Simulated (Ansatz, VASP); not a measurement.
Two plane-wave programs on CsRu3

```
CELL_PARAMETERS angstrom
8.15471 0.00000 0.00000
-4.07735 7.06218 0.00000
0.00000 0.00000 4.25654
ATOMIC_POSITIONS crystal
Cs 0.33333 0.66667 0.25000
Cs 0.66667 0.33333 0.75000
Ru 0.89823 0.79647 0.25000
Ru 0.10177 0.89823 0.75000
Ru 0.20353 0.10177 0.25000
Ru 0.10177 0.20353 0.75000
Ru 0.89823 0.10177 0.25000
Ru 0.79647 0.89823 0.75000
```

Alike in both runs: functional PBE; k mesh 3 × 3 × 4; occupations gaussian, width 0.1 eV; no spin polarisation.

Ansatz relaxed the structure, and its values are those at the end. VASP's run is a single point on that final structure, the one shown.

```csv
,VASP,Ansatz
version,VASP 6.6.1,Ansatz 0.2.0
potentials or method,"VASP PAW PBE potentials, release 64 (Cs_sv, Ru_pv), cutoff 520 eV","scalar-relativistic, plane waves, PAW"
valence electrons in the cell,102,114
```

|  | VASP | Ansatz | Ansatz less VASP |
| --- | --- | --- | --- |
| gap on the k mesh at the Fermi level (eV) | none | none | - |
| pressure (GPa) | 0.3 | 0.2 | -0.08 |
| rms of the force components (eV/Å) | 0.015 | 0.004 | -0.0113 |

A gap of «none» marks a metal or a gap that the smearing closes. VASP's potentials hold 102 valence electrons a cell and Ansatz's 114, so a difference there can come from the potentials and not from the codes.

The k mesh is coarse, so the values compare programs but aren't converged. Neither program's run includes spin-orbit coupling.
